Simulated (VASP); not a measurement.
# Al (R-3m) in VASP: notebook

Al is run at these levels: PBEsol; tasks: single point.

Everything below comes from runs of VASP 6.6.1. Logs are shortened: lines on timing, memory, paths and dates and some standing lists are left out, and cuts for length are marked.

### 1 The cell of the first run

The structure is trigonal, space group R-3m (No. 166). The conventional cell has a = 3.877 Å, b = 3.877 Å, c = 9.497 Å, α = 90.00°, β = 90.00°, γ = 120.00°. Al (site symmetry 3m) has 1 Al at 1.52 Å within 2.0 Å.

### 2 Single point, PBEsol (shortest bond scaled by 0.64)

The input, INCAR:

```
SYSTEM = Al
PREC     = Accurate       ! precision mode
ENCUT    = 520            ! plane-wave cutoff, eV
EDIFF    = 1E-6           ! SCF threshold, eV
ISMEAR   = -1             ! smearing method
SIGMA    = 0.05           ! smearing width, eV
LREAL    = .FALSE.        ! projectors in reciprocal space
LASPH    = .TRUE.         ! aspherical terms in the spheres
NELM     = 100            ! most SCF steps
ALGO     = Normal         ! electronic algorithm
ISIF     = 2              ! what is computed and relaxed
LWAVE    = .FALSE.        ! write WAVECAR
LCHARG   = .FALSE.        ! write CHGCAR
GGA      = PS             ! functional
NBANDS   = 10             ! bands
```

The input, KPOINTS:

```
Automatic mesh
0
G
  10 10 10
  0 0 0
```

The input, POSCAR:

```
Al
1.0
    0.0000000000      2.7415165562      2.7415165562
    2.7415165562      0.0000000000      2.7415165562
    2.7415165562      2.7415165562      0.0000000000
Al
2
Direct
   -0.2600000000     -0.0800000000     -0.0800000000
    0.2600000000      0.0800000000      0.0800000000
```

Potentials or basis: VASP PAW PBE potentials, release 64 (Al).

Started as:

```sh
$ cat potpaw_PBE.64/Al/POTCAR > POTCAR
$ mpirun -np 1 vasp_std > vasp.out
```

OUTCAR:

```text
SYSTEM = Al
   PREC = Accurate
   ENCUT = 520
   EDIFF = 1E-6
   ISMEAR = -1
   LREAL = .FALSE.
   LASPH = .TRUE.
   NELM = 100
   ISIF = 2
   GGA = PS

 ion  position               nearest neighbor table
   1  0.740  0.920  0.920-   2 1.52   2 2.78   2 2.78   2 2.78
   2  0.260  0.080  0.080-   1 1.52   1 2.78   1 2.78   1 2.78

 -----------------------------------------------------------------------------
|                                                                             |
|           W    W    AA    RRRRR   N    N  II  N    N   GGGG   !!!           |
|           W    W   A  A   R    R  NN   N  II  NN   N  G    G  !!!           |
|           W    W  A    A  R    R  N N  N  II  N N  N  G       !!!           |
|           W WW W  AAAAAA  RRRRR   N  N N  II  N  N N  G  GGG   !            |
|           WW  WW  A    A  R   R   N   NN  II  N   NN  G    G                |
|           W    W  A    A  R    R  N    N  II  N    N   GGGG   !!!           |
|                                                                             |
|     The distance between some ions is very small. Please check the          |
|     nearest-neighbor list in the OUTCAR file.                               |
|     I HOPE YOU KNOW WHAT YOU ARE DOING!                                     |
|                                                                             |
 -----------------------------------------------------------------------------

  LATTYP: Found a face centered cubic cell.
 ALAT       =     5.4830331124

  Lattice vectors:

 A1 = (   0.0000000000,   2.7415165562,   2.7415165562)
 A2 = (   2.7415165562,   0.0000000000,   2.7415165562)
 A3 = (   2.7415165562,   2.7415165562,   0.0000000000)

Analysis of symmetry for initial positions (statically):
=====================================================================
 Subroutine PRICEL returns:
 Original cell was already a primitive cell.

 Routine SETGRP: Setting up the symmetry group for a
 face centered cubic supercell.

 Subroutine GETGRP returns: Found 12 space group operations
 (whereof  4 operations were pure point group operations)
 out of a pool of 48 trial point group operations.

The static configuration has the point symmetry C_2h.
 The point group associated with its full space group is D_3d.

Analysis of symmetry for dynamics (positions and initial velocities):
=====================================================================
 Subroutine PRICEL returns:
 Original cell was already a primitive cell.

 Routine SETGRP: Setting up the symmetry group for a
 face centered cubic supercell.

 Subroutine GETGRP returns: Found 12 space group operations
 (whereof  4 operations were pure point group operations)
 out of a pool of 48 trial point group operations.

The dynamic configuration has the point symmetry C_2h.
 The point group associated with its full space group is D_3d.

 Subroutine INISYM returns: Found 12 space group operations
 (whereof  4 operations are pure point group operations),
 and found     1 'primitive' translations

----------------------------------------------------------------------------------------

                                     Primitive cell

  volume of cell :      41.2100

  direct lattice vectors                    reciprocal lattice vectors
     0.000000000  2.741516556  2.741516556    -0.182380806  0.182380806  0.182380806
     2.741516556  0.000000000  2.741516556     0.182380806 -0.182380806  0.182380806
     2.741516556  2.741516556  0.000000000     0.182380806  0.182380806 -0.182380806

  length of vectors
     3.877089895  3.877089895  3.877089895     0.315892823  0.315892823  0.315892823

  position of ions in fractional coordinates (direct lattice)
     0.740000000  0.920000000  0.920000000
     0.260000000  0.080000000  0.080000000

  ion indices of the primitive-cell ions
   primitive index   ion index
                 1           1
                 2           2

----------------------------------------------------------------------------------------

 KPOINTS: Automatic mesh

Automatic generation of k-mesh.
 Grid dimensions read from file:
 generate k-points for:   10   10   10

 Generating k-lattice:

  Cartesian coordinates                     Fractional coordinates (reciprocal lattice)
    -0.018238081  0.018238081  0.018238081     0.100000000  0.000000000  0.000000000
     0.018238081 -0.018238081  0.018238081     0.000000000  0.100000000  0.000000000
     0.018238081  0.018238081 -0.018238081     0.000000000  0.000000000  0.100000000

  Length of vectors
     0.031589282  0.031589282  0.031589282

  Shift w.r.t. Gamma in fractional coordinates (k-lattice)
     0.000000000  0.000000000  0.000000000

 Subroutine IBZKPT returns following result:
 ===========================================

 Found    116 irreducible k-points:

 Following reciprocal coordinates:
            Coordinates               Weight
  0.000000  0.000000  0.000000      1.000000
  0.100000  0.000000  0.000000      2.000000
  0.000000  0.100000  0.000000      6.000000
  0.200000  0.000000  0.000000      2.000000
  0.000000  0.200000  0.000000      6.000000
  0.300000  0.000000  0.000000      2.000000
[... 16 lines left out ...]
  0.000000  0.500000  0.100000     12.000000
  0.100000  0.000000  0.500000      6.000000
 [... further k-points ...]
   k-points           NKPTS =    116   k-points in BZ     NKDIM =    116   number of bands    NBANDS=     10
   number of dos      NEDOS =    301   number of ions     NIONS =      2
   total plane-waves  NPLWV =  27000
   dimension x,y,z NGX =    30 NGY =   30 NGZ =   30
   dimension x,y,z NGXF=    60 NGYF=   60 NGZF=   60
   ions per type =               2
   NGX,Y,Z   is equivalent  to a cutoff of  12.86, 12.86, 12.86 a.u.
   NGXF,Y,Z  is equivalent  to a cutoff of  25.73, 25.73, 25.73 a.u.
 SYSTEM =  Al
   PREC   = accura    normal or accurate (medium, high low for compatibility)
   ISTART =      0    job   : 0-new  1-cont  2-samecut
   ICHARG =      2    charge: 1-file 2-atom 10-const
   ISPIN  =      1    spin polarized calculation?
   LNONCOLLINEAR =      F non collinear calculations
   LSORBIT =      F    spin-orbit coupling
   LASPH  =      T    aspherical Exc in radial PAW
   ENCUT  =  520.0 eV  38.22 Ry    6.18 a.u.   7.21  7.21  7.21*2*pi/ulx,y,z
   NELM   =    100;   NELMIN=  2; NELMDL= -5     # of ELM steps
   EDIFF  = 0.1E-05   stopping-criterion for ELM
   LREAL  =      F    real-space projection
   EDIFFG = 0.1E-04   stopping-criterion for IOM
   NSW    =      0    number of steps for IOM
   IBRION =     -1    ionic relax: 0-MD 1-quasi-New 2-CG
   NFREE  =      0    steps in history (QN), initial steepest desc. (CG)
   ISIF   =      2    stress and relaxation
   ISYM   =      2    0-nonsym 1-usesym 2-fastsym
   POTIM  = 0.5000    time-step for ionic-motion
   TEBEG  =    0.0;   TEEND  =   0.0 temperature during run
   PSTRESS=    0.0 pullay stress
   NELECT =       6.0000    total number of electrons
   NUPDOWN=      -1.0000    fix difference up-down
   EMIN   =  10.00;   EMAX   =-10.00  energy-range for DOS
   EFERMI =   0.00;   METHOD = LEGACY
   ISMEAR =    -1;   SIGMA  =   0.05  broadening in eV -4-tet -1-fermi 0-gaus
   EFERMI_NEDOS =   21; number of points for ismear=-14 and -15
   IALGO  =     38    algorithm
   IMIX   =      4    mixing-type and parameters
     AMIX     =   0.40;   BMIX     =  1.00
     AMIX_MAG =   1.60;   BMIX_MAG =  1.00
  volume/ion in A,a.u.               =      20.61       139.05
  Fermi-wavevector in a.u.,A,eV,Ry     =   0.861240  1.627508 10.091917  0.741735
  Thomas-Fermi vector in A             =   1.978865
   LORBIT       =      0    0 simple, 1 ext, 2 COOP (PROOUT), +10 PAW based schemes
   GGA     = PS    functional components
   LHFCALC =     F    Hartree Fock is set to
   AEXX    =    0.0000 exact exchange contribution
   IVDW    =     0    specifies the selected vdW correction
   LEPSILON=     F    determine dielectric tensor
   LRPA    =     F    only Hartree local field effects (RPA)
 non-spin polarized calculation
  energy-cutoff  :      520.00
  volume of cell :       41.21
 maximum number of plane-waves:      1123
 NGX is ok and might be reduce to    30
   NGX = 15   NGY = 15   NGZ = 15

 number of electron       6.0000000 magnetization

 Free energy of the ion-electron system (eV)
  ---------------------------------------------------
  ext. energy  EPLUGINS =         0.00000000
  ---------------------------------------------------
  free energy    TOTEN  =         3.81517493 eV

  energy without entropy =        3.82364004  energy(sigma->0) =        3.81940749

 E-fermi :   4.9613     XC(G=0):  -9.1886

 val. band max:        4.9492470446   @ k =   0.1000  -0.3000   0.3000
 cond. band min:       4.9624464206   @ k =  -0.4000   0.3000   0.0000
 fundamental gap:      0.0131993759
 Fermi energy:         4.9613214432

 k-point     1 :       0.0000    0.0000    0.0000
  band No.  band energies     occupation
      1      -4.3616      2.00000
      2       6.9454      0.00000
      3       7.2711      0.00000
      4       7.2711      0.00000
      5       9.2454      0.00000
      6       9.2454      0.00000
      7      11.3368      0.00000
      8      11.8212      0.00000
      9      13.5775      0.00000
     10      14.2379      0.00000

 k-point     2 :       0.1000    0.0000    0.0000
  band No.  band energies     occupation
      1      -4.2180      2.00000
      2       6.0285      0.00000
      3       7.0129      0.00000
      4       7.0129      0.00000
      5       9.7234      0.00000
      6       9.7234      0.00000
      7      11.0848      0.00000
      8      12.3777      0.00000
      9      12.9898      0.00000
     10      12.9898      0.00000

 k-point     3 :       0.0000    0.1000    0.0000
  band No.  band energies     occupation
      1      -4.2270      2.00000
      2       6.0984      0.00000
      3       7.1503      0.00000
      4       7.2033      0.00000
      5       8.9680      0.00000
      6       9.3019      0.00000
      7      11.5345      0.00000
      8      12.7009      0.00000
      9      13.2754      0.00000
     10      13.4720      0.00000
[... 248 lines left out ...]
 k-point    23 :       0.0000    0.5000    0.1000
  band No.  band energies     occupation
      1      -1.8513      2.00000
      2       0.6642      2.00000
      3       5.4322      0.00016
      4       6.8694      0.00000
      5       7.1378      0.00000
      6       9.3442      0.00000
      7      11.4454      0.00000
      8      12.9493      0.00000
      9      14.8072      0.00000
     10      17.0186      0.00000

 k-point    24 :       0.1000    0.0000    0.5000
  band No.  band energies     occupation
      1      -1.8580      2.00000
      2       0.6974      2.00000
      3       5.3548      0.00076
      4       6.1364      0.00000
      5       8.9095      0.00000
      6       9.2155      0.00000
      7       9.9316      0.00000
      8      13.4959      0.00000
      9      15.1433      0.00000
     10      16.3152      0.00000

 [... further k-points ...]
[... 5 lines left out ...]
  --------------------------------------------------------------------------------------
  -------------------------------------------------------------------------------------
  Total       15.3506702     15.3506702     15.3506702    -16.6843863     16.6843863    -16.6843863
  in kB      596.8089268    596.8089268    596.8089268   -648.6616245    648.6616245   -648.6616245
  external PRESSURE =     596.8089268 kB  Pullay stress =       0.0000000 kB

 VOLUME and BASIS-vectors are now :
 -----------------------------------------------------------------------------
  energy-cutoff  :      520.00
  volume of cell :       41.21
      direct lattice vectors                 reciprocal lattice vectors
     0.000000000  2.741516556  2.741516556    -0.182380806  0.182380806  0.182380806
     2.741516556  0.000000000  2.741516556     0.182380806 -0.182380806  0.182380806
     2.741516556  2.741516556  0.000000000     0.182380806  0.182380806 -0.182380806

 POSITION                                       TOTAL-FORCE (eV/Angst)
 -----------------------------------------------------------------------------------
      5.04439      4.55092      4.55092       -19.221694     19.221694     19.221694
      0.43864      0.93212      0.93212        19.221694    -19.221694    -19.221694
 -----------------------------------------------------------------------------------
    total drift:                               -0.000000      0.000000     -0.000000

  FREE ENERGIE OF THE ION-ELECTRON SYSTEM (eV)
  ---------------------------------------------------
  free  energy   TOTEN  =         3.8151749323 eV

  energy  without entropy=        3.8236400396  energy(sigma->0) =        3.81940749
```

Run time: 40 s. Hardware: 1 thread of Intel Xeon 6975P-C (Granite Rapids), shared host; peak memory 0.18 GiB.

Results:

| Quantity | Value |
| --- | --- |
| Free energy | 3.8152 eV |
| Pressure | 59.7 GPa |
| Largest force | 33.293 eV/Å |
| Band gap on the k mesh | zero (band 3 reaches 7.27 eV, above the bottom of band 4 at 3.21 eV) |

Forces in eV/Å, atoms in the order of the input:
```
Al  -19.222  19.222  19.222
Al   19.222 -19.222 -19.222
```

Stress tensor (GPa, compression positive):
```
 59.68 -64.87 -64.87
-64.87  59.68  64.87
-64.87  64.87  59.68
```

Caveat: the cell differs from its parent crystal (shortest bond scaled by 0.64); the PAW data sets were made with another functional, which shifts forces and pressure a little.

(Continued in part 2 of 2.)
